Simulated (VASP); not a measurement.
Write the native input for VASP 6.6.1 that does the following.

```
Task                   : single point
Functional             : PBE
Potentials or basis    : VASP PAW PBE potentials, release 64 (Li_sv, S)
Cutoff                 : 750 eV
k mesh                 : 8 × 8 × 8
Occupations            : gaussian, width 0.01 eV
Spin                   : no spin polarisation
Dipole correction      : no
Further INCAR settings : ALGO = Normal; EDIFF = 1e-06; NBANDS = 13
```

The structure of Li2S lies in POSCAR:

```
Li2S
1.0
    0.0000000000      2.4974461719      2.4974461719
    2.4974461719      0.0000000000      2.4974461719
    2.4974461719      2.4974461719      0.0000000000
Li S
2 1
Direct
    0.2500000000      0.2500000000      0.2500000000
    0.7500000000      0.7500000000      0.7500000000
    0.0000000000      0.0000000000      0.0000000000
```

One way to write it, as run:

INCAR

```
SYSTEM = Li2S
  PREC = Accurate
  ENCUT = 750
  EDIFF = 1E-6
  ISMEAR = 0
  SIGMA = 0.01
  LREAL = .FALSE.
  LASPH = .TRUE.
  NELM = 120
  ALGO = Normal
  ISIF = 2
  LWAVE = .FALSE.
  LCHARG = .TRUE.
  GGA = PE
  LELF = .TRUE.
  LVHAR = .TRUE.
  NBANDS = 13
  GGA_COMPAT = .FALSE.
```

KPOINTS

```
Automatic mesh
0
G
  8 8 8
  0 0 0
```

Potentials or basis: VASP PAW PBE potentials, release 64 (Li_sv, S).

Launch:

```sh
$ cat potpaw_PBE.64/Li_sv/POTCAR potpaw_PBE.64/S/POTCAR > POTCAR
$ mpirun -np 1 vasp_std > vasp.out
```

Results of the run:

```yaml
Pressure: 35.2 GPa
Band_gap_on_the_k_mesh: 2.83 eV (least direct gap 5.28 eV)
```

Caveat: the cell stands under pressure.

It took 7.3 s on 1 thread of Intel(R) Xeon(R) 6975P-C (Granite Rapids), with other jobs on the host, peak memory 0.17 GiB.
